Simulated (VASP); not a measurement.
# N (P2_12_12_1) in VASP: a series of runs, part 2 of 2

VASP 6.6.1. The steps go on from the part before.

**3. Single point, PBEsol, collinear spin, ferromagnetic start (strain +0.0600 x Voigt [1, -1, 0, 0, 0, 0])**

INCAR reads:

```
SYSTEM = N
PREC = Accurate ; ENCUT = 520
EDIFF = 1E-6 ; ISMEAR = 0
SIGMA = 0.05 ; LREAL = .FALSE.
LASPH = .TRUE. ; NELM = 150
ALGO = Normal ; ISIF = 2
LWAVE = .FALSE. ; LCHARG = .FALSE.
ISPIN = 2 ; MAGMOM = 3.24 3.24 3.24 3.24
LORBIT = 11 ; GGA = PS
NBANDS = 22
```

KPOINTS reads:

```
Automatic mesh
0
G
  4 4 4
  0 0 0
```

POSCAR reads:

```
N
1.0
    6.2003186186      0.0000000000      0.0000000000
    0.0000000000      5.4983957562      0.0000000000
    0.0000000000      0.0000000000      5.8493571874
N
4
Direct
    0.0000638858      0.0000638858      0.0000638858
    0.4999361142      0.9999361142      0.5000638858
    0.5000638858      0.4999361142      0.9999361142
    0.9999361142      0.5000638858      0.4999361142
```

Potentials or basis: VASP PAW PBE potentials, release 64 (N).

Started as:

```bash
$ cat potpaw_PBE.64/N/POTCAR > POTCAR
$ mpirun -np 1 vasp_std > vasp.out
```

OUTCAR:

```text
SYSTEM = N
   PREC = Accurate
   ENCUT = 520
   EDIFF = 1E-6
   ISMEAR = 0
   LREAL = .FALSE.
   LASPH = .TRUE.
   NELM = 150
   ISIF = 2
   ISPIN = 2
   LORBIT = 11
   GGA = PS

 ion  position               nearest neighbor table
   1  0.000  0.000  0.000-
   2  0.500  1.000  0.500-
   3  0.500  0.500  1.000-
   4  1.000  0.500  0.500-

  LATTYP: Found a simple orthorhombic cell.
 ALAT       =     5.4983957562
 B/A-ratio  =     1.0638297872
 C/A-ratio  =     1.1276595745

  Lattice vectors:

 A1 = (   0.0000000000,   5.4983957562,   0.0000000000)
 A2 = (   0.0000000000,   0.0000000000,   5.8493571874)
 A3 = (   6.2003186186,   0.0000000000,   0.0000000000)

Analysis of symmetry for initial positions (statically):
=====================================================================
 Subroutine PRICEL returns:
 Original cell was already a primitive cell.

 Routine SETGRP: Setting up the symmetry group for a
 simple orthorhombic supercell.

 Subroutine GETGRP returns: Found  4 space group operations
 (whereof  1 operations were pure point group operations)
 out of a pool of  8 trial point group operations.

The static configuration has the point symmetry C_1 .
 The point group associated with its full space group is D_2 .

Analysis of symmetry for dynamics (positions and initial velocities):
=====================================================================
 Subroutine PRICEL returns:
 Original cell was already a primitive cell.

 Routine SETGRP: Setting up the symmetry group for a
 simple orthorhombic supercell.

 Subroutine GETGRP returns: Found  4 space group operations
 (whereof  1 operations were pure point group operations)
 out of a pool of  8 trial point group operations.

The dynamic configuration has the point symmetry C_1 .
 The point group associated with its full space group is D_2 .

Analysis of structural, dynamic, and magnetic symmetry:
=====================================================================
[... 165 lines left out ...]

 val. band max:       -6.3512991328   @ k =   0.0000   0.0000   0.0000
 cond. band min:      -3.0261216486   @ k =   0.5000   0.5000   0.5000
 fundamental gap:      3.3251774842
 Fermi energy:        -6.0540516023

 spin component 1

 k-point     1 :       0.0000    0.0000    0.0000
  band No.  band energies     occupation
      1     -18.1437      1.00000
      2     -18.0446      1.00000
      3     -18.0239      1.00000
      4     -18.0097      1.00000
      5      -6.8676      1.00000
      6      -6.8565      1.00000
[... 589 lines left out ...]
     21       5.1273      0.00000
     22       5.1277      0.00000

 [... further k-points ...]

 spin component 2

 k-point     1 :       0.0000    0.0000    0.0000
  band No.  band energies     occupation
      1     -13.6353      1.00000
      2     -13.4533      1.00000
      3     -13.4206      1.00000
      4     -13.3972      1.00000
      5      -2.9386      0.00000
      6      -2.8884      0.00000
[... 589 lines left out ...]
     21       6.2383      0.00000
     22       6.2388      0.00000

 [... further k-points ...]

------------------------ aborting loop because EDIFF is reached ----------------------------------------

  FORCE on cell =-STRESS in cart. coord.  units (eV):
  Direction    XX          YY          ZZ          XY          YZ          ZX
  --------------------------------------------------------------------------------------
  -------------------------------------------------------------------------------------
  Total       -0.0053539      0.0128449      0.0108941      0.0000000      0.0000000      0.0000000
  in kB       -0.0430151      0.1032009      0.0875277      0.0000000      0.0000000      0.0000000
  external PRESSURE =       0.0492378 kB  Pullay stress =       0.0000000 kB

 VOLUME and BASIS-vectors are now :
 -----------------------------------------------------------------------------
  energy-cutoff  :      520.00
  volume of cell :      199.42
      direct lattice vectors                 reciprocal lattice vectors
     6.200318619  0.000000000  0.000000000     0.161282034  0.000000000  0.000000000
     0.000000000  5.498395756  0.000000000     0.000000000  0.181871230  0.000000000
     0.000000000  0.000000000  5.849357187     0.000000000  0.000000000  0.170958956

 POSITION                                       TOTAL-FORCE (eV/Angst)
 -----------------------------------------------------------------------------------
      0.00040      0.00035      0.00037        -0.000000     -0.000002     -0.000009
      3.09976      5.49804      2.92505         0.000000      0.000002     -0.000009
      3.10056      2.74885      5.84898        -0.000000      0.000002      0.000009
      6.19992      2.74955      2.92430         0.000000     -0.000002      0.000009
 -----------------------------------------------------------------------------------
    total drift:                                0.000000      0.000000      0.000000

  FREE ENERGIE OF THE ION-ELECTRON SYSTEM (eV)
  ---------------------------------------------------
  free  energy   TOTEN  =       -12.7590220383 eV

  energy  without entropy=      -12.7590220383  energy(sigma->0) =      -12.75902204

 total charge

# of ion       s       p       d       tot
------------------------------------------
    1        1.360   1.907   0.000   3.268
    2        1.360   1.907   0.000   3.268
    3        1.360   1.907   0.000   3.268
    4        1.360   1.907   0.000   3.268
--------------------------------------------------
tot          5.441   7.630   0.000  13.071

 magnetization (x)

# of ion       s       p       d       tot
------------------------------------------
    1        0.035   1.907   0.000   1.943
    2        0.035   1.907   0.000   1.943
    3        0.035   1.907   0.000   1.943
    4        0.035   1.907   0.000   1.943
--------------------------------------------------
tot          0.141   7.630   0.000   7.771
```

stdout:

```text
POSCAR found type information on POSCAR N
 POSCAR found :  1 types and       4 ions
 scaLAPACK will be used
 -----------------------------------------------------------------------------
|                                                                             |
|                                                                             |
|     You enforced a specific xc type in the INCAR file but a different       |
|     I HOPE YOU KNOW WHAT YOU ARE DOING!                                     |
|                                                                             |
 -----------------------------------------------------------------------------

 LDA part: xc-table for (Slater+PW92), standard interpolation
 POSCAR, INCAR and KPOINTS ok, starting setup
 FFT: planning ... GRIDC
 FFT: planning ... GRID_SOFT
 FFT: planning ... GRID
 WAVECAR not read
 entering main loop
```

It took 1.7 min on 1 thread of Intel Xeon 6975P-C (Granite Rapids), shared host; peak memory 0.44 GiB.

Results:

* Free energy: -12.7590 eV
* Pressure: 0.0 GPa
* Band gap on the k mesh: 3.33 eV
* Net moment: 12.00 μB per cell
* Site moments: N +1.94 μB
* Valence electrons inside the program's atomic spheres: N 3.27

Levels at points of the mesh, in eV from the valence-band top:
Spin up:
```tsv
k point	band 12	band 13	band 14	band 15	band 16	band 17	band 18	band 19	band 20	band 21
(0.00, 0.00, 0.00)	-0.14	-0.11	-0.02	0.00	0.00	7.00	10.46	10.66	10.89	10.91
(0.50, 0.00, 0.00)	-0.18	-0.07	-0.07	-0.06	-0.06	8.14	8.14	11.23	11.23	11.76
(0.00, 0.50, 0.00)	-0.21	-0.13	-0.13	-0.11	-0.11	8.41	8.41	11.24	11.24	11.49
(0.50, 0.50, 0.00)	-0.22	-0.07	-0.07	-0.07	-0.07	9.36	9.36	9.36	9.36	12.48
(0.00, 0.00, 0.50)	-0.20	-0.11	-0.11	-0.08	-0.08	8.27	8.27	11.22	11.22	11.39
(0.50, 0.00, 0.50)	-0.21	-0.10	-0.10	-0.10	-0.10	9.22	9.22	9.23	9.23	12.91
(0.00, 0.50, 0.50)	-0.22	-0.03	-0.03	-0.03	-0.03	9.47	9.47	9.47	9.47	12.12
(0.50, 0.50, 0.50)	-0.10	-0.03	-0.03	-0.03	-0.03	10.23	10.23	10.23	10.23	10.33
```
Spin down:
| k point | band 1 | band 2 | band 3 | band 4 | band 5 | band 6 | band 7 | band 8 |
| --- | --- | --- | --- | --- | --- | --- | --- | --- |
| (0.00, 0.00, 0.00) | -7.28 | -7.10 | -7.07 | -7.05 | 3.41 | 3.46 | 3.54 | 4.03 |
| (0.50, 0.00, 0.00) | -7.19 | -7.19 | -7.06 | -7.06 | 3.73 | 3.73 | 3.80 | 3.80 |
| (0.00, 0.50, 0.00) | -7.16 | -7.16 | -7.08 | -7.08 | 3.80 | 3.80 | 3.84 | 3.84 |
| (0.50, 0.50, 0.00) | -7.12 | -7.12 | -7.12 | -7.12 | 3.63 | 3.63 | 3.63 | 3.63 |
| (0.00, 0.00, 0.50) | -7.18 | -7.18 | -7.07 | -7.07 | 3.74 | 3.74 | 3.84 | 3.84 |
| (0.50, 0.00, 0.50) | -7.12 | -7.12 | -7.12 | -7.12 | 3.67 | 3.67 | 3.68 | 3.68 |
| (0.00, 0.50, 0.50) | -7.12 | -7.12 | -7.12 | -7.12 | 3.56 | 3.56 | 3.56 | 3.56 |
| (0.50, 0.50, 0.50) | -7.12 | -7.12 | -7.12 | -7.12 | 3.33 | 3.33 | 3.33 | 3.33 |

Caveat: the cell differs from its parent crystal (strain +0.0600 x Voigt [1, -1, 0, 0, 0, 0]); the nearest neighbours stand farther apart than a usual bond; the PAW data sets were made with another functional, which shifts forces and pressure a little; this functional lacks dispersion, which binds layers or chains, so the pressure and a relaxed spacing across them are unreliable. A k mesh can miss the band edges.

**4. Single point, PBEsol, collinear spin, ferromagnetic start (strain +0.0450 x Voigt [1, -1, 0, 0, 0, 0])**

INCAR reads:

```
SYSTEM = N
PREC = Accurate
ENCUT = 520
EDIFF = 1E-6
ISMEAR = 0
SIGMA = 0.05
LREAL = .False.
LASPH = .True.
NELM = 150
ALGO = Normal
ISIF = 2
LWAVE = .False.
LCHARG = .False.
ISPIN = 2
MAGMOM = 3.24 3.24 3.24 3.24
LORBIT = 11
GGA = PS
NBANDS = 22
```

KPOINTS reads:

```
Automatic mesh
0
Gamma
  4 4 4
  0 0 0
```

Edit POSCAR of step 3 so:

```diff
@@ -2,4 +2,4 @@
 1.0
-    6.2003186186      0.0000000000      0.0000000000
-    0.0000000000      5.4983957562      0.0000000000
+    6.1125782608      0.0000000000      0.0000000000
+    0.0000000000      5.5861361140      0.0000000000
     0.0000000000      0.0000000000      5.8493571874
```

Started as:

```bash
$ cat potpaw_PBE.64/N/POTCAR > POTCAR
$ mpirun -np 1 vasp_std > vasp.out
```

Wall time 72 s (1 thread of Intel Xeon 6975P-C (Granite Rapids), shared host); peak memory 0.43 GiB.

It converged, with:

| Item | Value |
| --- | --- |
| Free energy | -12.7594 eV |
| Pressure | 0.0 GPa |
| Band gap on the k mesh | 3.33 eV |
| Net moment | 12.00 μB per cell |
| Site moments | N +1.94 μB |
| Valence electrons inside the program's atomic spheres | N 3.27 |

Levels at points of the mesh, in eV from the valence-band top:
Spin up:
```
           k point  band 14  band 15  band 16  band 17  band 18  band 19
(0.00, 0.00, 0.00)    -0.02     0.00     0.00     7.00    10.50    10.65
(0.50, 0.00, 0.00)    -0.08    -0.06    -0.06     8.17     8.17    11.22
(0.00, 0.50, 0.00)    -0.12    -0.11    -0.11     8.37     8.37    11.23
(0.50, 0.50, 0.00)    -0.07    -0.07    -0.07     9.35     9.35     9.35
(0.00, 0.00, 0.50)    -0.10    -0.08    -0.08     8.26     8.26    11.21
(0.50, 0.00, 0.50)    -0.09    -0.09    -0.09     9.25     9.25     9.25
(0.00, 0.50, 0.50)    -0.04    -0.04    -0.04     9.43     9.43     9.43
(0.50, 0.50, 0.50)    -0.04    -0.04    -0.04    10.22    10.22    10.22
```
Spin down:
| k point | band 2 | band 3 | band 4 | band 5 | band 6 | band 7 |
| --- | --- | --- | --- | --- | --- | --- |
| (0.00, 0.00, 0.00) | -7.09 | -7.07 | -7.05 | 3.43 | 3.47 | 3.53 |
| (0.50, 0.00, 0.00) | -7.19 | -7.06 | -7.06 | 3.75 | 3.75 | 3.80 |
| (0.00, 0.50, 0.00) | -7.16 | -7.08 | -7.08 | 3.80 | 3.80 | 3.84 |
| (0.50, 0.50, 0.00) | -7.12 | -7.12 | -7.12 | 3.63 | 3.63 | 3.63 |
| (0.00, 0.00, 0.50) | -7.17 | -7.07 | -7.07 | 3.76 | 3.76 | 3.84 |
| (0.50, 0.00, 0.50) | -7.12 | -7.12 | -7.12 | 3.67 | 3.67 | 3.67 |
| (0.00, 0.50, 0.50) | -7.12 | -7.12 | -7.12 | 3.58 | 3.58 | 3.58 |
| (0.50, 0.50, 0.50) | -7.12 | -7.12 | -7.12 | 3.33 | 3.33 | 3.33 |

Caveat: the cell differs from its parent crystal (strain +0.0450 x Voigt [1, -1, 0, 0, 0, 0]); the nearest neighbours stand farther apart than a usual bond; the PAW data sets were made with another functional, which shifts forces and pressure a little; this functional lacks dispersion, which binds layers or chains, so the pressure and a relaxed spacing across them are unreliable.

**5. Overview**

| cell | gap on the mesh (eV) | pressure (GPa) | moment (μB) |
| --- | --- | --- | --- |
| a = 5.498, b = 6.200, c = 5.849 Å, 4 atoms | 3.33 | 0.0 | 12.00 |
| a = 6.200, b = 5.498, c = 5.849 Å, 4 atoms | 3.33 | 0.0 | 12.00 |
| a = 6.113, b = 5.586, c = 5.849 Å, 4 atoms | 3.33 | 0.0 | 12.00 |

Alike in all rows: task single point; level PBEsol; potentials or basis VASP PAW PBE potentials, release 64 (N); spin collinear, ferromagnetic start; k mesh 4 × 4 × 4; cutoff (eV) 520; smearing gaussian 0.05 eV.

Caveats: the nearest neighbours stand farther apart than a usual bond; the PAW data sets were made with another functional, which shifts forces and pressure a little; this functional lacks dispersion, which binds layers or chains, so the pressure and a relaxed spacing across them are unreliable.

Absolute energies hang on the potentials; compare differences alone.
